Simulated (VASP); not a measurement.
# Hf2H3 (R32) in VASP: a series of runs

The runs below take Hf2H3 through single point, relaxation of cell and atoms, with PBE, r2SCAN.

All numbers are computed with VASP 6.6.1; they aren't measurements. Logs are shortened: lines on timing, memory, paths and dates and some standing lists are left out, and cuts for length are marked.

## Step 1: The cell of the first run

It takes space group R32 (No. 155, trigonal). The conventional cell has a = 5.267 Å, b = 5.267 Å, c = 6.329 Å, α = 90.00°, β = 90.00°, γ = 120.00°. Within 2.7 Å of Hf (site symmetry 3) lie 6 H at 2.05 to 2.07 Å. H (site symmetry 2) has 4 Hf at 2.05 to 2.07 Å and 4 H at 2.21 to 2.38 Å within 2.7 Å.

The cell was generated, and may not be a known phase.

## Step 2: Single point, PBE

The input, INCAR:

```
SYSTEM = Hf2H3
PREC     = Accurate       ! precision mode
ENCUT    = 520            ! plane-wave cutoff, eV
EDIFF    = 1E-7           ! SCF threshold, eV
ISMEAR   = 0              ! smearing method
SIGMA    = 0.1            ! smearing width, eV
LREAL    = .FALSE.        ! projectors in reciprocal space
LASPH    = .TRUE.         ! aspherical terms in the spheres
NELM     = 80             ! most SCF steps
ALGO     = Normal         ! electronic algorithm
ISIF     = 2              ! what is computed and relaxed
LWAVE    = .FALSE.        ! write WAVECAR
LCHARG   = .TRUE.         ! write CHGCAR
GGA      = PE             ! functional
LELF     = .TRUE.         ! ELF
LVHAR    = .TRUE.       
NBANDS   = 20             ! bands
```

The input, KPOINTS:

```
Automatic mesh
0
G
  6 6 6
  0 0 0
```

The input, POSCAR:

```
Hf2H3
1.0
    2.6334873108      1.5204446078      2.1096384636
   -2.6334873108      1.5204446078      2.1096384636
    0.0000000000     -3.0408892156      2.1096384636
Hf H
2 3
Direct
    0.2562841419      0.2562841419      0.2562841419
    0.7437158581      0.7437158581      0.7437158581
    0.5000000000      0.2389816955      0.7610183045
    0.7610183045      0.5000000000      0.2389816955
    0.2389816955      0.7610183045      0.5000000000
```

Potentials or basis: VASP PAW PBE potentials, release 64 (Hf_pv, H).

On the command line:

```console
> cat potpaw_PBE.64/Hf_pv/POTCAR potpaw_PBE.64/H/POTCAR > POTCAR
> mpirun -np 1 vasp_std > vasp.out
```

OUTCAR:

```text
SYSTEM = Hf2H3
   PREC = Accurate
   ENCUT = 520
   EDIFF = 1E-7
   ISMEAR = 0
   LREAL = .FALSE.
   LASPH = .TRUE.
   NELM = 80
   ISIF = 2
   GGA = PE

 ion  position               nearest neighbor table
   1  0.256  0.256  0.256-   4 2.05   5 2.05   3 2.05   5 2.07   3 2.07   4 2.07   2 3.08   2 3.19
                             2 3.19   2 3.19   2 3.24   2 3.25   2 3.25   2 3.25
   2  0.744  0.744  0.744-   3 2.05   5 2.05   4 2.05   5 2.07   3 2.07   4 2.07   1 3.08   1 3.19
                             1 3.19   1 3.19   1 3.24   1 3.25   1 3.25   1 3.25
   3  0.500  0.239  0.761-   2 2.05   1 2.05   2 2.07   1 2.07
   4  0.761  0.500  0.239-   1 2.05   2 2.05   2 2.07   1 2.07
   5  0.239  0.761  0.500-   1 2.05   2 2.05   2 2.07   1 2.07

  LATTYP: Found a trigonal (rhomboedric) cell.
 ALAT       =     3.7010244080
 COS(alpha) =    -0.0126247952

  Lattice vectors:

 A1 = (   2.6334873108,   1.5204446078,   2.1096384636)
 A2 = (  -2.6334873108,   1.5204446078,   2.1096384636)
 A3 = (   0.0000000000,  -3.0408892156,   2.1096384636)

Analysis of symmetry for initial positions (statically):
=====================================================================
 Subroutine PRICEL returns:
 Original cell was already a primitive cell.

 Routine SETGRP: Setting up the symmetry group for a
 trigonal (rhombohedral) supercell.

 Subroutine GETGRP returns: Found  6 space group operations
 (whereof  6 operations were pure point group operations)
 out of a pool of 12 trial point group operations.

The static configuration has the point symmetry D_3 .

Analysis of symmetry for dynamics (positions and initial velocities):
=====================================================================
 Subroutine PRICEL returns:
 Original cell was already a primitive cell.

 Routine SETGRP: Setting up the symmetry group for a
 trigonal (rhombohedral) supercell.

 Subroutine GETGRP returns: Found  6 space group operations
 (whereof  6 operations were pure point group operations)
 out of a pool of 12 trial point group operations.

The dynamic configuration has the point symmetry D_3 .

 Subroutine INISYM returns: Found  6 space group operations
 (whereof  6 operations are pure point group operations),
 and found     1 'primitive' translations

----------------------------------------------------------------------------------------

[... 98 lines left out ...]
   EDIFF  = 0.1E-06   stopping-criterion for ELM
   LREAL  =      F    real-space projection
   EDIFFG = 0.1E-05   stopping-criterion for IOM
   NSW    =      0    number of steps for IOM
   IBRION =     -1    ionic relax: 0-MD 1-quasi-New 2-CG
   NFREE  =      0    steps in history (QN), initial steepest desc. (CG)
   ISIF   =      2    stress and relaxation
   ISYM   =      2    0-nonsym 1-usesym 2-fastsym
   POTIM  = 0.5000    time-step for ionic-motion
   TEBEG  =    0.0;   TEEND  =   0.0 temperature during run
   PSTRESS=    0.0 pullay stress
   NELECT =      23.0000    total number of electrons
   NUPDOWN=      -1.0000    fix difference up-down
   EMIN   =  10.00;   EMAX   =-10.00  energy-range for DOS
   EFERMI =   0.00;   METHOD = LEGACY
   ISMEAR =     0;   SIGMA  =   0.10  broadening in eV -4-tet -1-fermi 0-gaus
   EFERMI_NEDOS =   21; number of points for ismear=-14 and -15
   IALGO  =     38    algorithm
   IMIX   =      4    mixing-type and parameters
     AMIX     =   0.40;   BMIX     =  1.00
     AMIX_MAG =   1.60;   BMIX_MAG =  1.00
  volume/ion in A,a.u.               =      10.14        68.40
  Fermi-wavevector in a.u.,A,eV,Ry     =   1.258048  2.377365 21.533720  1.582684
  Thomas-Fermi vector in A             =   2.391676
   LORBIT       =      0    0 simple, 1 ext, 2 COOP (PROOUT), +10 PAW based schemes
   GGA     = PE    functional components
   LHFCALC =     F    Hartree Fock is set to
   AEXX    =    0.0000 exact exchange contribution
   IVDW    =     0    specifies the selected vdW correction
   LEPSILON=     F    determine dielectric tensor
   LRPA    =     F    only Hartree local field effects (RPA)
 non-spin polarized calculation
 Gauss-broadening in eV      SIGMA  =   0.10
  energy-cutoff  :      520.00
  volume of cell :       50.68
 maximum number of plane-waves:      1380
   NGX = 13   NGY = 13   NGZ = 13

 number of electron      23.0000003 magnetization

 Free energy of the ion-electron system (eV)
  ---------------------------------------------------
  ext. energy  EPLUGINS =         0.00000000
  ---------------------------------------------------
  free energy    TOTEN  =       -31.60020314 eV

  energy without entropy =      -31.59176637  energy(sigma->0) =      -31.59598475

 E-fermi :   4.7863     XC(G=0): -11.4015

 val. band max:        4.7166817723   @ k =  -0.3333   0.3333   0.0000
 cond. band min:       4.8110336144   @ k =   0.5000   0.1667   0.0000
 fundamental gap:      0.0943518421
 Fermi energy:         4.7863174570

 k-point     1 :       0.0000    0.0000    0.0000
  band No.  band energies     occupation
      1     -25.9556      2.00000
      2     -25.9007      2.00000
      3     -25.9007      2.00000
      4     -25.5041      2.00000
      5     -25.5041      2.00000
      6     -25.4827      2.00000
[... 541 lines left out ...]
     19      11.2369      0.00000
     20      12.1167      0.00000

 [... further k-points ...]

------------------------ aborting loop because EDIFF is reached ----------------------------------------

  FORCE on cell =-STRESS in cart. coord.  units (eV):
  Direction    XX          YY          ZZ          XY          YZ          ZX
  --------------------------------------------------------------------------------------
  -------------------------------------------------------------------------------------
  Total       -0.2059495     -0.2059495     -0.2491985      0.0000000      0.0000000      0.0000000
  in kB       -6.5104364     -6.5104364     -7.8776183      0.0000000      0.0000000      0.0000000
  external PRESSURE =      -6.9661637 kB  Pullay stress =       0.0000000 kB

 VOLUME and BASIS-vectors are now :
 -----------------------------------------------------------------------------
  energy-cutoff  :      520.00
  volume of cell :       50.68
      direct lattice vectors                 reciprocal lattice vectors
     2.633487311  1.520444608  2.109638464     0.189862316  0.109617059  0.158004956
    -2.633487311  1.520444608  2.109638464    -0.189862316  0.109617059  0.158004956
     0.000000000 -3.040889216  2.109638464     0.000000000 -0.219234119  0.158004956

 POSITION                                       TOTAL-FORCE (eV/Angst)
 -----------------------------------------------------------------------------------
      0.00000      0.00000      1.62200         0.000000      0.000000      0.019983
      0.00000      0.00000      4.70691         0.000000      0.000000     -0.019983
      0.68739     -1.19059      3.16446        -0.000143      0.000248      0.000000
      0.68739      1.19059      3.16446        -0.000143     -0.000248      0.000000
     -1.37478      0.00000      3.16446         0.000286     -0.000000     -0.000000
 -----------------------------------------------------------------------------------
    total drift:                               -0.000000     -0.000000      0.000000

  FREE ENERGIE OF THE ION-ELECTRON SYSTEM (eV)
  ---------------------------------------------------
  free  energy   TOTEN  =       -31.6002031372 eV

  energy  without entropy=      -31.5917663664  energy(sigma->0) =      -31.59598475
```

OSZICAR:

```text
N       E                     dE             d eps       ncg     rms          rms(c)
DAV:   1     0.602555026637E+02    0.60256E+02   -0.12362E+04  1280   0.107E+03
DAV:   2    -0.304598832145E+02   -0.90715E+02   -0.87971E+02  1508   0.259E+02
DAV:   3    -0.335613039356E+02   -0.31014E+01   -0.30757E+01  1704   0.331E+01
DAV:   4    -0.335838906241E+02   -0.22587E-01   -0.22578E-01  1524   0.313E+00
DAV:   5    -0.335840929113E+02   -0.20229E-03   -0.20227E-03  1568   0.283E-01    0.650E+01
DAV:   6    -0.319434043731E+02    0.16407E+01   -0.18949E+00  1448   0.740E+00    0.409E+01
DAV:   7    -0.316889313097E+02    0.25447E+00   -0.26266E+00  1472   0.853E+00    0.546E+00
DAV:   8    -0.316012715291E+02    0.87660E-01   -0.45132E-01  1404   0.370E+00    0.153E+00
DAV:   9    -0.316001494212E+02    0.11221E-02   -0.19474E-02  1472   0.868E-01    0.185E-01
DAV:  10    -0.316002063749E+02   -0.56954E-04   -0.51089E-04  1640   0.138E-01    0.251E-01
DAV:  11    -0.316002113753E+02   -0.50004E-05   -0.12383E-04  1500   0.626E-02    0.103E-01
DAV:  12    -0.316002027778E+02    0.85975E-05   -0.20785E-05  1448   0.273E-02    0.592E-03
DAV:  13    -0.316002029860E+02   -0.20817E-06   -0.12374E-06  1524   0.628E-03    0.905E-03
DAV:  14    -0.316002031311E+02   -0.14508E-06   -0.86357E-08   816   0.178E-03    0.680E-04
DAV:  15    -0.316002031372E+02   -0.61104E-08   -0.13328E-08   776   0.795E-04
   1 F= -.31600203E+02 E0= -.31595985E+02  d E =-.843677E-02
```

Wall time 18 s (1 thread of AMD EPYC 9R45 (Zen 5), shared host); peak memory 0.14 GiB.

Results:

```yaml
Free_energy: -31.6002 eV
Pressure: -0.7 GPa
Largest_force: 0.020 eV/Å
Band_gap_on_the_k_mesh: zero (an odd number of electrons rules out a gap without spin polarisation)
```

Forces in eV/Å, atoms in the order of the input:
```
Hf   0.000  0.000  0.020
Hf   0.000  0.000 -0.020
H    0.000  0.000  0.000
H    0.000  0.000  0.000
H    0.000  0.000  0.000
```

Stress tensor (GPa, compression positive):
```
-0.65  0.00  0.00
 0.00 -0.65  0.00
 0.00  0.00 -0.79
```

Levels at points of the mesh, in eV from the Fermi level:
```tsv
k point	band 10	band 11	band 12	band 13	band 14	band 15
(0.00, 0.00, 0.00)	0.65	0.86	0.86	2.01	2.01	3.84
(0.50, 0.00, 0.00)	-1.29	0.39	0.64	0.77	0.83	2.61
(0.50, 0.50, 0.00)	-1.75	-1.08	-0.31	2.54	3.01	3.51
(0.50, 0.50, 0.50)	-1.15	-1.15	-1.09	3.32	3.47	4.11
```

Caveat: spin-orbit coupling is left out, which moves the levels of the heavy elements.

(Continued in part 2 of 2.)

The gap in the log of VASP goes by the Fermi energy; the results here count the filled bands.